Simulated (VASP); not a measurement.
# Be2Sb3P (P-3m1) in VASP: a series of runs

Be2Sb3P is run at these levels: PBEsol; tasks: single point, relaxation of cell and atoms.

All numbers are computed with VASP 6.6.1; they aren't measurements. Logs are shortened: lines on timing, memory, paths and dates and some standing lists are left out, and cuts for length are marked.

## (1) The cell of the first run

Symmetry: P-3m1, No. 164, trigonal system. The conventional cell has a = 3.745 Å, b = 3.745 Å, c = 9.287 Å, α = 90.00°, β = 90.00°, γ = 120.00°. Within 3.4 Å of Be (site symmetry 3m) lie 6 Sb at 2.58 to 2.64 Å. Sb (site symmetry 3m) has 3 Be at 2.64 Å and 3 P at 2.76 Å within 3.5 Å. Within 3.4 Å of Sb (site symmetry -3m) lie 6 Be at 2.58 Å. Within 3.6 Å of P (site symmetry -3m) lie 6 Sb at 2.76 Å.

## (2) Single point, PBEsol

Input file INCAR:

```
SYSTEM = Be2Sb3P
PREC     = Accurate       ! precision mode
ENCUT    = 520            ! plane-wave cutoff, eV
EDIFF    = 1E-6           ! SCF threshold, eV
ISMEAR   = -1             ! smearing method
SIGMA    = 0.03           ! smearing width, eV
LREAL    = .FALSE.        ! projectors in reciprocal space
LASPH    = .TRUE.         ! aspherical terms in the spheres
NELM     = 60             ! most SCF steps
ALGO     = Normal         ! electronic algorithm
ISIF     = 2              ! what is computed and relaxed
LWAVE    = .FALSE.        ! write WAVECAR
LCHARG   = .FALSE.        ! write CHGCAR
GGA      = PS             ! functional
NBANDS   = 21             ! bands
```

Input file KPOINTS:

```
Automatic mesh
0
G
  6 6 4
  0 0 0
```

Input file POSCAR:

```
Be2Sb3P
1.0
    3.7448185193     -0.0000000023      0.0000000000
   -1.8724092576      3.2431079715      0.0000000000
    0.0000000000      0.0000000000      9.2871084425
Be Sb P
2 3 1
Direct
    0.6666666667      0.3333333333      0.6520861654
    0.3333333333      0.6666666667      0.3479138346
    0.6666666667      0.3333333333      0.1844051182
    0.3333333333      0.6666666667      0.8155948818
    0.0000000000      0.0000000000      0.5000000000
    0.0000000000      0.0000000000      0.0000000000
```

Potentials or basis: VASP PAW PBE potentials, release 64 (Be, Sb, P).

The run is started by

```console
$ cat potpaw_PBE.64/Be/POTCAR potpaw_PBE.64/Sb/POTCAR potpaw_PBE.64/P/POTCAR > POTCAR
$ mpirun -np 1 vasp_std > vasp.out
```

OUTCAR:

```text
SYSTEM = Be2Sb3P
   PREC = Accurate
   ENCUT = 520
   EDIFF = 1E-6
   ISMEAR = -1
   LREAL = .FALSE.
   LASPH = .TRUE.
   NELM = 60
   ISIF = 2
   GGA = PS

 ion  position               nearest neighbor table
   1  0.667  0.333  0.652-   5 2.58   5 2.58   5 2.58   4 2.64   4 2.64   4 2.64
   2  0.333  0.667  0.348-   5 2.58   5 2.58   5 2.58   3 2.64   3 2.64   3 2.64
   3  0.667  0.333  0.184-   2 2.64   2 2.64   2 2.64   6 2.76   6 2.76   6 2.76   5 3.64   5 3.64
                             5 3.64
   4  0.333  0.667  0.816-   1 2.64   1 2.64   1 2.64   6 2.76   6 2.76   6 2.76   5 3.64   5 3.64
                             5 3.64
   5  0.000  0.000  0.500-   1 2.58   2 2.58   1 2.58   2 2.58   1 2.58   2 2.58   3 3.64   4 3.64
                             3 3.64   4 3.64   4 3.64   3 3.64
   6  0.000  0.000  0.000-   3 2.76   4 2.76   3 2.76   4 2.76   3 2.76   4 2.76

  LATTYP: Found a hexagonal cell.
 ALAT       =     3.7448185193
 C/A-ratio  =     2.4799889219

  Lattice vectors:

 A1 = (   3.7448185193,  -0.0000000023,   0.0000000000)
 A2 = (  -1.8724092576,   3.2431079715,   0.0000000000)
 A3 = (   0.0000000000,   0.0000000000,   9.2871084425)

Analysis of symmetry for initial positions (statically):
=====================================================================
 Subroutine PRICEL returns:
 Original cell was already a primitive cell.

 Routine SETGRP: Setting up the symmetry group for a
 hexagonal supercell.

 Subroutine GETGRP returns: Found 12 space group operations
 (whereof 12 operations were pure point group operations)
 out of a pool of 24 trial point group operations.

The static configuration has the point symmetry D_3d.

Analysis of symmetry for dynamics (positions and initial velocities):
=====================================================================
 Subroutine PRICEL returns:
 Original cell was already a primitive cell.

 Routine SETGRP: Setting up the symmetry group for a
 hexagonal supercell.

 Subroutine GETGRP returns: Found 12 space group operations
 (whereof 12 operations were pure point group operations)
 out of a pool of 24 trial point group operations.

The dynamic configuration has the point symmetry D_3d.

 Subroutine INISYM returns: Found 12 space group operations
 (whereof 12 operations are pure point group operations),
 and found     1 'primitive' translations

----------------------------------------------------------------------------------------

                                     Primitive cell

  volume of cell :     112.7905

  direct lattice vectors                    reciprocal lattice vectors
     3.744818519 -0.000000002  0.000000000     0.267035637  0.154173097  0.000000000
    -1.872409258  3.243107972  0.000000000     0.000000000  0.308346194  0.000000000
     0.000000000  0.000000000  9.287108442     0.000000000  0.000000000  0.107676141

  length of vectors
     3.744818519  3.744818519  9.287108442     0.308346194  0.308346194  0.107676141

  position of ions in fractional coordinates (direct lattice)
     0.666666667  0.333333333  0.652086165
     0.333333333  0.666666667  0.347913835
     0.666666667  0.333333333  0.184405118
     0.333333333  0.666666667  0.815594882
     0.000000000  0.000000000  0.500000000
     0.000000000  0.000000000  0.000000000

  ion indices of the primitive-cell ions
   primitive index   ion index
                 1           1
                 2           2
                 3           3
                 4           4
                 5           5
                 6           6

----------------------------------------------------------------------------------------

 KPOINTS: Automatic mesh

Automatic generation of k-mesh.
 Grid dimensions read from file:
 generate k-points for:    6    6    4

 Generating k-lattice:

  Cartesian coordinates                     Fractional coordinates (reciprocal lattice)
     0.044505940  0.025695516  0.000000000     0.166666667  0.000000000  0.000000000
     0.000000000  0.051391032  0.000000000     0.000000000  0.166666667  0.000000000
     0.000000000  0.000000000  0.026919035     0.000000000  0.000000000  0.250000000

  Length of vectors
     0.051391032  0.051391032  0.026919035

  Shift w.r.t. Gamma in fractional coordinates (k-lattice)
     0.000000000  0.000000000  0.000000000

 Subroutine IBZKPT returns following result:
 ===========================================

 Found     24 irreducible k-points:

 Following reciprocal coordinates:
            Coordinates               Weight
  0.000000  0.000000  0.000000      1.000000
  0.166667  0.000000  0.000000      6.000000
  0.333333  0.000000  0.000000      6.000000
  0.500000  0.000000  0.000000      3.000000
  0.166667  0.166667  0.000000      6.000000
  0.333333  0.166667  0.000000     12.000000
[... 16 lines left out ...]
  0.333333  0.166667  0.500000     12.000000
  0.333333  0.333333  0.500000      2.000000
   k-points           NKPTS =     24   k-points in BZ     NKDIM =     24   number of bands    NBANDS=     21
   number of dos      NEDOS =    301   number of ions     NIONS =      6
   total plane-waves  NPLWV =  54880
   dimension x,y,z NGX =    28 NGY =   28 NGZ =   70
   dimension x,y,z NGXF=    56 NGYF=   56 NGZF=  140
   ions per type =               2   3   1
   NGX,Y,Z   is equivalent  to a cutoff of  12.43, 12.43, 12.53 a.u.
   NGXF,Y,Z  is equivalent  to a cutoff of  24.86, 24.86, 25.06 a.u.
 SYSTEM =  Be2Sb3P
   PREC   = accura    normal or accurate (medium, high low for compatibility)
   ISTART =      0    job   : 0-new  1-cont  2-samecut
   ICHARG =      2    charge: 1-file 2-atom 10-const
   ISPIN  =      1    spin polarized calculation?
   LNONCOLLINEAR =      F non collinear calculations
   LSORBIT =      F    spin-orbit coupling
   LASPH  =      T    aspherical Exc in radial PAW
   ENCUT  =  520.0 eV  38.22 Ry    6.18 a.u.   6.96  6.96 17.27*2*pi/ulx,y,z
   NELM   =     60;   NELMIN=  2; NELMDL= -5     # of ELM steps
   EDIFF  = 0.1E-05   stopping-criterion for ELM
   LREAL  =      F    real-space projection
   EDIFFG = 0.1E-04   stopping-criterion for IOM
   NSW    =      0    number of steps for IOM
   IBRION =     -1    ionic relax: 0-MD 1-quasi-New 2-CG
   NFREE  =      0    steps in history (QN), initial steepest desc. (CG)
   ISIF   =      2    stress and relaxation
   ISYM   =      2    0-nonsym 1-usesym 2-fastsym
   POTIM  = 0.5000    time-step for ionic-motion
   TEBEG  =    0.0;   TEEND  =   0.0 temperature during run
   PSTRESS=    0.0 pullay stress
   NELECT =      24.0000    total number of electrons
   NUPDOWN=      -1.0000    fix difference up-down
   EMIN   =  10.00;   EMAX   =-10.00  energy-range for DOS
   EFERMI =   0.00;   METHOD = LEGACY
   ISMEAR =    -1;   SIGMA  =   0.03  broadening in eV -4-tet -1-fermi 0-gaus
   EFERMI_NEDOS =   21; number of points for ismear=-14 and -15
   IALGO  =     38    algorithm
   IMIX   =      4    mixing-type and parameters
     AMIX     =   0.40;   BMIX     =  1.00
     AMIX_MAG =   1.60;   BMIX_MAG =  1.00
  volume/ion in A,a.u.               =      18.80       126.86
  Fermi-wavevector in a.u.,A,eV,Ry     =   0.977360  1.846942 12.996715  0.955232
  Thomas-Fermi vector in A             =   2.108051
   LORBIT       =      0    0 simple, 1 ext, 2 COOP (PROOUT), +10 PAW based schemes
   GGA     = PS    functional components
   LHFCALC =     F    Hartree Fock is set to
   AEXX    =    0.0000 exact exchange contribution
   IVDW    =     0    specifies the selected vdW correction
   LEPSILON=     F    determine dielectric tensor
   LRPA    =     F    only Hartree local field effects (RPA)
 non-spin polarized calculation
  energy-cutoff  :      520.00
  volume of cell :      112.79
 maximum number of plane-waves:      3054
   NGX = 13   NGY = 13   NGZ = 35

 number of electron      24.0000001 magnetization

 Free energy of the ion-electron system (eV)
  ---------------------------------------------------
  ext. energy  EPLUGINS =         0.00000000
  ---------------------------------------------------
  free energy    TOTEN  =       -25.66275104 eV

  energy without entropy =      -25.65142714  energy(sigma->0) =      -25.65708909

 E-fermi :   8.1430     XC(G=0): -10.4433

 val. band max:        8.1338095958   @ k =   0.1667   0.1667   0.5000
 cond. band min:       8.1526783991   @ k =   0.3333   0.3333   0.2500
 fundamental gap:      0.0188688033
 Fermi energy:         8.1430185448

 k-point     1 :       0.0000    0.0000    0.0000
  band No.  band energies     occupation
      1      -5.6092      2.00000
      2      -3.4528      2.00000
      3      -3.2394      2.00000
      4       0.8001      2.00000
      5       2.7439      2.00000
      6       6.8629      2.00000
[... 13 lines left out ...]
     20      13.1415      0.00000
     21      13.6251      0.00000

 k-point     2 :       0.1667    0.0000    0.0000
  band No.  band energies     occupation
      1      -5.2512      2.00000
      2      -3.1103      2.00000
      3      -2.8945      2.00000
      4       0.8537      2.00000
      5       3.0675      2.00000
      6       4.7672      2.00000
[... 13 lines left out ...]
     20      13.5681      0.00000
     21      14.0886      0.00000

 k-point     3 :       0.3333    0.0000    0.0000
  band No.  band energies     occupation
      1      -4.2203      2.00000
      2      -2.1673      2.00000
      3      -1.9839      2.00000
      4       0.1327      2.00000
      5       2.9430      2.00000
      6       3.3066      2.00000
[... 13 lines left out ...]
     20      13.5038      0.00000
     21      14.0294      0.00000
[... 457 lines left out ...]
 k-point    23 :       0.3333    0.1667    0.5000
  band No.  band energies     occupation
      1      -3.2536      2.00000
      2      -1.9345      2.00000
      3      -0.9493      2.00000
      4      -0.5354      2.00000
      5       2.4036      2.00000
      6       2.6186      2.00000
[... 13 lines left out ...]
     20      13.7886      0.00000
     21      13.9167      0.00000

 k-point    24 :       0.3333    0.3333    0.5000
  band No.  band energies     occupation
      1      -2.4130      2.00000
      2      -1.2269      2.00000
      3      -1.2269      2.00000
      4      -0.9231      2.00000
      5       2.1994      2.00000
      6       2.1994      2.00000
[... 13 lines left out ...]
     20      14.8067      0.00000
     21      15.6950      0.00000

------------------------ aborting loop because EDIFF is reached ----------------------------------------

  FORCE on cell =-STRESS in cart. coord.  units (eV):
  Direction    XX          YY          ZZ          XY          YZ          ZX
  --------------------------------------------------------------------------------------
  -------------------------------------------------------------------------------------
  Total        0.1739375      0.1739375      0.1903590      0.0000000      0.0000000      0.0000000
  in kB        2.4707629      2.4707629      2.7040291      0.0000000      0.0000000      0.0000000
  external PRESSURE =       2.5485183 kB  Pullay stress =       0.0000000 kB

 VOLUME and BASIS-vectors are now :
 -----------------------------------------------------------------------------
  energy-cutoff  :      520.00
  volume of cell :      112.79
      direct lattice vectors                 reciprocal lattice vectors
     3.744818519 -0.000000002  0.000000000     0.267035637  0.154173097  0.000000000
    -1.872409258  3.243107972  0.000000000     0.000000000  0.308346194  0.000000000
     0.000000000  0.000000000  9.287108442     0.000000000  0.000000000  0.107676141

 POSITION                                       TOTAL-FORCE (eV/Angst)
 -----------------------------------------------------------------------------------
      1.87241      1.08104      6.05599        -0.000000      0.000000      0.013495
      0.00000      2.16207      3.23111        -0.000000      0.000000     -0.013495
      1.87241      1.08104      1.71259        -0.000000     -0.000000      0.002908
      0.00000      2.16207      7.57452         0.000000      0.000000     -0.002908
      0.00000      0.00000      4.64355        -0.000000      0.000000      0.000000
      0.00000      0.00000      0.00000        -0.000000      0.000000      0.000000
 -----------------------------------------------------------------------------------
    total drift:                               -0.000000     -0.000000     -0.000000

  FREE ENERGIE OF THE ION-ELECTRON SYSTEM (eV)
  ---------------------------------------------------
  free  energy   TOTEN  =       -25.6627510446 eV

  energy  without entropy=      -25.6514271398  energy(sigma->0) =      -25.65708909
```

Wall time 51 s (1 thread of Intel Xeon Platinum 8259CL at 2.50GHz (Skylake/Cascade Lake), shared host); peak memory 0.25 GiB.

Results:

```
Free energy            : -25.6628 eV
Pressure               : 0.3 GPa
Largest force          : 0.013 eV/Å
Band gap on the k mesh : zero (band 12 reaches 8.98 eV, above the bottom of band 13 at 7.03 eV)
```

Forces in eV/Å, atoms in the order of the input:
```
Be   0.000  0.000  0.013
Be   0.000  0.000 -0.013
Sb   0.000  0.000  0.003
Sb   0.000  0.000 -0.003
Sb   0.000  0.000  0.000
P    0.000  0.000  0.000
```

Caveat: the PAW data sets were made with another functional, which shifts forces and pressure a little; spin-orbit coupling is left out, which moves the levels of the heavy elements.

## (3) Relaxation of cell and atoms, PBEsol

This run uses another cell than the first one, of 23.73 Å³/atom, 1.262 times its volume.

Input file INCAR:

```
SYSTEM = Be2Sb3P
PREC = Accurate ; ENCUT = 600
EDIFF = 1E-7 ; ISMEAR = -1
SIGMA = 0.03 ; LREAL = .False.
LASPH = .True. ; NELM = 60
ALGO = Normal ; ISIF = 3
LWAVE = .False. ; LCHARG = .False.
GGA = PS ; IBRION = 2
NSW = 100 ; EDIFFG = -0.01
```

Input file KPOINTS:

```
regular mesh
0
Gamma
  6 6 4
  0 0 0
```

Input file POSCAR:

```
Be2Sb3P
1.0
    4.6126091900      0.0000000000      0.0000000000
   -2.3063045900      3.9946367300      0.0000000000
    0.0000000000      0.0000000000      7.7281548600
Be Sb P
2 3 1
Direct
    0.6666666700      0.3333333300      0.7006975400
    0.3333333300      0.6666666700      0.2993024600
    0.6666666700      0.3333333300      0.3462188300
    0.3333333300      0.6666666700      0.6537811700
    0.0000000000      0.0000000000      0.5000000000
    0.0000000000      0.0000000000      0.0000000000
```

Potentials or basis: VASP PAW PBE potentials, release 64 (Be, Sb, P).

The run is started by

```console
$ cat potpaw_PBE.64/Be/POTCAR potpaw_PBE.64/Sb/POTCAR potpaw_PBE.64/P/POTCAR > POTCAR
$ mpirun -np 1 vasp_std > vasp.out
```

It took 60 min on 1 thread of Intel Xeon Platinum 8259CL at 2.50GHz (Skylake/Cascade Lake), shared host; peak memory 0.39 GiB.

Results (log left out):

```yaml
Free_energy: -24.6147 eV
Relaxed_volume: 19.20 Å³/atom
Relaxed_cell: a = 4.954 Å, b = 4.954 Å, c = 5.421 Å, α = 90.00°, β = 90.00°, γ = 120.00°
Space_group_after_relaxing_to_0.05_Å: P-3m1 (No. 164)
Energy_gained_by_relaxing: 660.0 meV/atom
Ionic_steps: 72
Pressure_after_relaxing: 0.0 GPa
Largest_force_after_relaxing: 0.009 eV/Å
```

Forces in eV/Å, atoms in the order of the input:
```
Be   0.000  0.000 -0.009
Be   0.000  0.000  0.009
Sb   0.000  0.000  0.000
Sb   0.000  0.000  0.000
Sb   0.000  0.000  0.000
P    0.000  0.000  0.000
```

Step by step:
```tsv
step	energy change (eV)	largest force (eV/Å)	pressure (GPa)	volume (Å³)
1	0.0000	2.4101	0.05	142.40
3	-1.5527	0.9186	-8.22	142.23
5	-2.0556	0.4471	-9.03	136.55
7	-2.1166	1.5924	20.90	94.68
9	-3.0973	0.2616	2.47	108.56
11	-3.1371	0.2349	2.37	108.68
13	-3.2352	0.1574	1.08	110.45
15	-3.2366	0.1693	0.70	111.02
17	-3.2419	0.1040	-0.09	111.97
19	-3.2455	0.0816	-0.19	111.94
21	-3.2481	0.0497	-0.23	111.70
23	-3.2498	0.0743	0.21	110.94
25	-3.2512	0.0873	-0.10	111.35
27	-3.2543	0.0756	-0.11	111.39
29	-3.2717	0.1207	-0.04	111.56
31	-3.3143	0.3936	0.65	112.25
33	-3.3163	0.3996	0.64	112.32
35	-3.3290	0.4207	0.63	112.63
37	-3.4653	0.4880	0.41	113.87
39	-3.8473	0.1040	-1.92	118.83
41	-3.8734	0.1793	-2.82	119.90
43	-3.8767	0.2228	-2.96	119.96
45	-3.9063	0.2092	-2.19	118.60
47	-3.9388	0.1100	1.85	112.63
49	-3.9476	0.1470	0.50	114.42
51	-3.9541	0.1057	0.19	114.85
53	-3.9551	0.0885	0.04	115.07
55	-3.9569	0.0405	-0.67	116.18
57	-3.9580	0.0441	-0.39	115.74
59	-3.9581	0.0442	0.45	114.67
61	-3.9596	0.0218	0.02	115.21
63	-3.9597	0.0123	0.00	115.25
65	-3.9597	0.0103	-0.14	115.45
67	-3.9598	0.0101	-0.14	115.44
69	-3.9599	0.0091	-0.12	115.41
71	-3.9601	0.0053	-0.07	115.30
72	-3.9602	0.0085	-0.01	115.20
```

Final structure:
```cif
data_structure
_symmetry_space_group_name_H-M 'P 1'
_symmetry_Int_Tables_number 1
_cell_length_a 4.9536
_cell_length_b 4.9536
_cell_length_c 5.4208
_cell_angle_alpha 90.000
_cell_angle_beta 90.000
_cell_angle_gamma 120.000
_cell_volume 115.20
loop_
_atom_site_label
_atom_site_type_symbol
_atom_site_fract_x
_atom_site_fract_y
_atom_site_fract_z
_atom_site_occupancy
Be1 Be 0.66667 0.33333 0.49029 1
Be2 Be 0.33333 0.66667 0.50971 1
Sb1 Sb 0.66667 0.33333 0.96087 1
Sb2 Sb 0.33333 0.66667 0.03913 1
Sb3 Sb 0.00000 0.00000 0.50000 1
P1 P 0.00000 0.00000 0.00000 1
```

Levels at points of the mesh, in eV from the Fermi level:
```tsv
k point	band 8	band 9	band 10	band 11	band 12	band 13	band 14	band 15	band 16
(0.00, 0.00, 0.00)	-4.19	-4.19	-2.01	-1.13	-0.97	-0.97	-0.04	0.67	0.67
(0.50, 0.00, 0.00)	-3.97	-2.38	-2.10	-0.56	-0.27	0.07	1.22	1.62	3.07
(0.00, 0.00, 0.50)	-3.94	-3.77	-2.21	-2.21	-1.72	-1.31	-0.57	-0.50	-0.50
(0.50, 0.00, 0.50)	-3.58	-0.69	-0.37	-0.18	0.57	0.73	1.53	2.13	2.30
```

Caveat: the volume moved by over 15 % at a fixed basis, so the end points are rough; the bands computed are all filled at some k points, so no gap is given; the PAW data sets were made with another functional, which shifts forces and pressure a little; spin-orbit coupling is left out, which moves the levels of the heavy elements.
